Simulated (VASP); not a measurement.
# LiCl (P6_3mc) in VASP: single point with PBE+D3(BJ)

Aim: the single point of LiCl with PBE+D3(BJ).

All numbers are computed with VASP 6.6.1; they aren't measurements. Logs are shortened: lines on timing, memory, paths and dates and some standing lists are left out, and cuts for length are marked.

### 1 The cell of the first run

It takes space group P6_3mc (No. 186, hexagonal). Conventional cell: a = 3.846 Å, b = 3.846 Å, c = 6.156 Å, α = 90.00°, β = 90.00°, γ = 120.00°. Within 3.1 Å of Li (site symmetry 3m) lie 4 Cl at 2.34 Å. Within 3.1 Å of Cl (site symmetry 3m) lie 4 Li at 2.34 Å.

### 2 Single point, PBE+D3(BJ)

Input file INCAR:

```
PREC = Accurate ; ENCUT = 520
EDIFF = 1E-6 ; ISMEAR = 0
SIGMA = 0.02 ; LREAL = F
LASPH = T ; NELM = 80
ALGO = Normal ; ISIF = 2
LWAVE = F ; LCHARG = F
GGA = PE ; IVDW = 12
NBANDS = 18
```

Input file KPOINTS:

```
regular mesh
0
Gamma
  9 9 4
```

Input file POSCAR:

```
LiCl
1.0
    3.8464299480      0.0000000000      0.0000000000
   -1.9232149740      3.3311060489      0.0000000000
    0.0000000000      0.0000000000      6.1556300720
Li Cl
2 2
Direct
    0.6666666667      0.3333333333      0.8779379220
    0.3333333333      0.6666666667      0.3779379220
    0.6666666667      0.3333333333      0.4970630780
    0.3333333333      0.6666666667      0.9970630780
```

Potentials or basis: VASP PAW PBE potentials, release 64 (Li_sv, Cl).

Run with:

```
cat potpaw_PBE.64/Li_sv/POTCAR potpaw_PBE.64/Cl/POTCAR > POTCAR
mpirun -np 1 vasp_std > vasp.out
```

OUTCAR:

```text
PREC = Accurate
   ENCUT = 520
   EDIFF = 1E-6
   ISMEAR = 0
   LREAL = F
   LASPH = T
   NELM = 80
   ISIF = 2
   GGA = PE
   IVDW = 12
 IVDW          = 12

 ion  position               nearest neighbor table
   1  0.667  0.333  0.878-   4 2.34   4 2.34   4 2.34   3 2.34
   2  0.333  0.667  0.378-   3 2.34   3 2.34   3 2.34   4 2.34
   3  0.667  0.333  0.497-   2 2.34   2 2.34   2 2.34   1 2.34
   4  0.333  0.667  0.997-   1 2.34   1 2.34   1 2.34   2 2.34

  LATTYP: Found a hexagonal cell.
 ALAT       =     3.8464299480
 C/A-ratio  =     1.6003489353

  Lattice vectors:

 A1 = (   3.8464299480,   0.0000000000,   0.0000000000)
 A2 = (  -1.9232149740,   3.3311060489,   0.0000000000)
 A3 = (   0.0000000000,   0.0000000000,   6.1556300720)

Analysis of symmetry for initial positions (statically):
=====================================================================
 Subroutine PRICEL returns:
 Original cell was already a primitive cell.

 Routine SETGRP: Setting up the symmetry group for a
 hexagonal supercell.

 Subroutine GETGRP returns: Found 12 space group operations
 (whereof  6 operations were pure point group operations)
 out of a pool of 24 trial point group operations.

The static configuration has the point symmetry C_3v.
 The point group associated with its full space group is C_6v.

Analysis of symmetry for dynamics (positions and initial velocities):
=====================================================================
 Subroutine PRICEL returns:
 Original cell was already a primitive cell.

 Routine SETGRP: Setting up the symmetry group for a
 hexagonal supercell.

 Subroutine GETGRP returns: Found 12 space group operations
 (whereof  6 operations were pure point group operations)
 out of a pool of 24 trial point group operations.

The dynamic configuration has the point symmetry C_3v.
 The point group associated with its full space group is C_6v.

 Subroutine INISYM returns: Found 12 space group operations
 (whereof  6 operations are pure point group operations),
 and found     1 'primitive' translations

----------------------------------------------------------------------------------------

                                     Primitive cell

  volume of cell :      78.8713

  direct lattice vectors                    reciprocal lattice vectors
     3.846429948  0.000000000  0.000000000     0.259981337  0.150100295  0.000000000
    -1.923214974  3.331106049  0.000000000     0.000000000  0.300200590  0.000000000
     0.000000000  0.000000000  6.155630072     0.000000000  0.000000000  0.162452907

  length of vectors
     3.846429948  3.846429948  6.155630072     0.300200590  0.300200590  0.162452907

  position of ions in fractional coordinates (direct lattice)
     0.666666667  0.333333333  0.877937922
     0.333333333  0.666666667  0.377937922
     0.666666667  0.333333333  0.497063078
     0.333333333  0.666666667  0.997063078

  ion indices of the primitive-cell ions
   primitive index   ion index
                 1           1
                 2           2
                 3           3
                 4           4

----------------------------------------------------------------------------------------

 KPOINTS: regular mesh

Automatic generation of k-mesh.
 Grid dimensions read from file:
 generate k-points for:    9    9    4

 Generating k-lattice:

  Cartesian coordinates                     Fractional coordinates (reciprocal lattice)
     0.028886815  0.016677811  0.000000000     0.111111111  0.000000000  0.000000000
     0.000000000  0.033355621  0.000000000     0.000000000  0.111111111  0.000000000
     0.000000000  0.000000000  0.040613227     0.000000000  0.000000000  0.250000000

  Length of vectors
     0.033355621  0.033355621  0.040613227

  Shift w.r.t. Gamma in fractional coordinates (k-lattice)
     0.000000000  0.000000000  0.000000000

 Subroutine IBZKPT returns following result:
 ===========================================

 Found     36 irreducible k-points:

 Following reciprocal coordinates:
            Coordinates               Weight
  0.000000  0.000000  0.000000      1.000000
  0.111111 -0.000000  0.000000      6.000000
  0.222222  0.000000  0.000000      6.000000
  0.333333  0.000000  0.000000      6.000000
  0.444444  0.000000  0.000000      6.000000
  0.111111  0.111111  0.000000      6.000000
[... 16 lines left out ...]
  0.333333  0.222222  0.250000     24.000000
  0.333333  0.333333  0.250000      4.000000
 [... further k-points ...]
   k-points           NKPTS =     36   k-points in BZ     NKDIM =     36   number of bands    NBANDS=     18
   number of dos      NEDOS =    301   number of ions     NIONS =      4
   total plane-waves  NPLWV =  43200
   dimension x,y,z NGX =    30 NGY =   30 NGZ =   48
   dimension x,y,z NGXF=    60 NGYF=   60 NGZF=   96
   ions per type =               2   2
   NGX,Y,Z   is equivalent  to a cutoff of  12.97, 12.97, 12.96 a.u.
   NGXF,Y,Z  is equivalent  to a cutoff of  25.93, 25.93, 25.93 a.u.
 SYSTEM =  unknown system
   PREC   = accura    normal or accurate (medium, high low for compatibility)
   ISTART =      0    job   : 0-new  1-cont  2-samecut
   ICHARG =      2    charge: 1-file 2-atom 10-const
   ISPIN  =      1    spin polarized calculation?
   LNONCOLLINEAR =      F non collinear calculations
   LSORBIT =      F    spin-orbit coupling
   LASPH  =      T    aspherical Exc in radial PAW
   ENCUT  =  520.0 eV  38.22 Ry    6.18 a.u.   7.15  7.15 11.45*2*pi/ulx,y,z
   NELM   =     80;   NELMIN=  2; NELMDL= -5     # of ELM steps
   EDIFF  = 0.1E-05   stopping-criterion for ELM
   LREAL  =      F    real-space projection
   EDIFFG = 0.1E-04   stopping-criterion for IOM
   NSW    =      0    number of steps for IOM
   IBRION =     -1    ionic relax: 0-MD 1-quasi-New 2-CG
   NFREE  =      0    steps in history (QN), initial steepest desc. (CG)
   ISIF   =      2    stress and relaxation
   ISYM   =      2    0-nonsym 1-usesym 2-fastsym
   POTIM  = 0.5000    time-step for ionic-motion
   TEBEG  =    0.0;   TEEND  =   0.0 temperature during run
   PSTRESS=    0.0 pullay stress
   NELECT =      20.0000    total number of electrons
   NUPDOWN=      -1.0000    fix difference up-down
   EMIN   =  10.00;   EMAX   =-10.00  energy-range for DOS
   EFERMI =   0.00;   METHOD = LEGACY
   ISMEAR =     0;   SIGMA  =   0.02  broadening in eV -4-tet -1-fermi 0-gaus
   EFERMI_NEDOS =   21; number of points for ismear=-14 and -15
   IALGO  =     38    algorithm
   IMIX   =      4    mixing-type and parameters
     AMIX     =   0.40;   BMIX     =  1.00
     AMIX_MAG =   1.60;   BMIX_MAG =  1.00
  volume/ion in A,a.u.               =      19.72       133.06
  Fermi-wavevector in a.u.,A,eV,Ry     =   1.036204  1.958141 14.608828  1.073719
  Thomas-Fermi vector in A             =   2.170584
   LORBIT       =      0    0 simple, 1 ext, 2 COOP (PROOUT), +10 PAW based schemes
   GGA     = PE    functional components
   LHFCALC =     F    Hartree Fock is set to
   AEXX    =    0.0000 exact exchange contribution
   IVDW    =    12    specifies the selected vdW correction
   LEPSILON=     F    determine dielectric tensor
   LRPA    =     F    only Hartree local field effects (RPA)
 non-spin polarized calculation
 Gauss-broadening in eV      SIGMA  =   0.02
  energy-cutoff  :      520.00
  volume of cell :       78.87
 maximum number of plane-waves:      2138
 NGX is ok and might be reduce to    30
   NGX = 15   NGY = 15   NGZ = 23

 number of electron      19.9999988 magnetization

 Free energy of the ion-electron system (eV)
  ---------------------------------------------------
  ext. energy  EPLUGINS =         0.00000000
  ---------------------------------------------------
  free energy    TOTEN  =       -14.84622852 eV

  energy without entropy =      -14.84622852  energy(sigma->0) =      -14.84622852

 E-fermi :  -0.7139     XC(G=0):  -7.8635

 val. band max:       -0.8811515770   @ k =   0.0000   0.0000   0.0000
 cond. band min:       5.2730275589   @ k =   0.0000   0.0000   0.0000
 fundamental gap:      6.1541791359
 Fermi energy:        -0.7138609647

 k-point     1 :       0.0000    0.0000    0.0000
  band No.  band energies     occupation
      1     -43.7004      2.00000
      2     -43.6984      2.00000
      3     -13.7595      2.00000
      4     -13.4073      2.00000
      5      -3.1110      2.00000
      6      -1.3178      2.00000
[... 10 lines left out ...]
     17      10.1154      0.00000
     18      10.4130      0.00000

 k-point     2 :       0.1111   -0.0000    0.0000
  band No.  band energies     occupation
      1     -43.7001      2.00000
      2     -43.6983      2.00000
      3     -13.7290      2.00000
      4     -13.3942      2.00000
      5      -3.0430      2.00000
      6      -1.5133      2.00000
[... 10 lines left out ...]
     17      10.3800      0.00000
     18      10.4758      0.00000

 k-point     3 :       0.2222    0.0000    0.0000
  band No.  band energies     occupation
      1     -43.6997      2.00000
      2     -43.6981      2.00000
      3     -13.6473      2.00000
      4     -13.3635      2.00000
      5      -2.8564      2.00000
      6      -1.9864      2.00000
[... 10 lines left out ...]
     17      10.3713      0.00000
     18      11.0760      0.00000

 k-point     4 :       0.3333    0.0000    0.0000
  band No.  band energies     occupation
      1     -43.6991      2.00000
      2     -43.6979      2.00000
      3     -13.5422      2.00000
      4     -13.3368      2.00000
      5      -2.7024      2.00000
      6      -2.3644      2.00000
[... 375 lines left out ...]
      4     -13.3539      2.00000
      5      -2.6042      2.00000
      6      -2.5717      2.00000
[... 10 lines left out ...]
     17      10.9455      0.00000
     18      11.5400      0.00000

 k-point    23 :       0.3333    0.2222    0.2500
  band No.  band energies     occupation
      1     -43.6983      2.00000
      2     -43.6980      2.00000
      3     -13.4039      2.00000
      4     -13.3478      2.00000
      5      -2.7779      2.00000
      6      -2.4999      2.00000
[... 10 lines left out ...]
     17      11.2730      0.00000
     18      11.9680      0.00000

 k-point    24 :       0.3333    0.3333    0.2500
  band No.  band energies     occupation
      1     -43.6981      2.00000
      2     -43.6981      2.00000
      3     -13.3636      2.00000
      4     -13.3636      2.00000
      5      -2.7242      2.00000
      6      -2.3894      2.00000
[... 10 lines left out ...]
     17      11.4908      0.00000
     18      12.1431      0.00000

 [... further k-points ...]

------------------------ aborting loop because EDIFF is reached ----------------------------------------

 Edisp (eV)   -0.75727

 E8    (eV) :    -0.2845

  FORCE on cell =-STRESS in cart. coord.  units (eV):
  Direction    XX          YY          ZZ          XY          YZ          ZX
  --------------------------------------------------------------------------------------
  -------------------------------------------------------------------------------------
  Total      -0.04537    -0.04537    -0.03961     0.00000     0.00000     0.00000
  in kB      -0.92163    -0.92163    -0.80465     0.00000     0.00000     0.00000
  external pressure =       -0.88 kB  Pullay stress =        0.00 kB

 VOLUME and BASIS-vectors are now :
 -----------------------------------------------------------------------------
  energy-cutoff  :      520.00
  volume of cell :       78.87
      direct lattice vectors                 reciprocal lattice vectors
     3.846429948  0.000000000  0.000000000     0.259981337  0.150100295  0.000000000
    -1.923214974  3.331106049  0.000000000     0.000000000  0.300200590  0.000000000
     0.000000000  0.000000000  6.155630072     0.000000000  0.000000000  0.162452907

 POSITION                                       TOTAL-FORCE (eV/Angst)
 -----------------------------------------------------------------------------------
      1.92321      1.11037      5.40426         0.000000     -0.000000      0.001881
     -0.00000      2.22074      2.32645        -0.000000      0.000000      0.001881
      1.92321      1.11037      3.05974        -0.000000      0.000000     -0.001881
     -0.00000      2.22074      6.13755         0.000000     -0.000000     -0.001881
 -----------------------------------------------------------------------------------
    total drift:                               -0.000000     -0.000001     -0.000269

  FREE ENERGIE OF THE ION-ELECTRON SYSTEM (eV)
  ---------------------------------------------------
  free  energy   TOTEN  =       -15.6035030448 eV

  energy  without entropy=      -15.6035030448  energy(sigma->0) =      -15.60350304
```

Run time: 22 s. Hardware: 1 thread of AMD EPYC 9R45 (Zen 5), shared host; peak memory 0.18 GiB.

What came out:

| Item | Value |
| --- | --- |
| Free energy | -15.6035 eV |
| Band gap on the k mesh | 6.15 eV, direct |
| Dispersion energy per atom | -0.189 eV |

Levels at points of the mesh, in eV from the valence-band top:
```
           k point  band 6  band 7  band 8  band 9  band 10  band 11  band 12  band 13  band 14  band 15
(0.00, 0.00, 0.00)   -0.44   -0.44   -0.08   -0.08     0.00     6.15     8.36    10.01    10.01    10.53
(0.00, 0.00, 0.50)   -1.24   -0.26   -0.26   -0.26    -0.26     7.48     7.48    10.23    10.23    10.23
```

Caveat: the cutoff is under 1.25 times the usual one of these potentials, so pressure, stress and relaxed cells hold a basis-set (Pulay) error. A k mesh can miss the band edges.
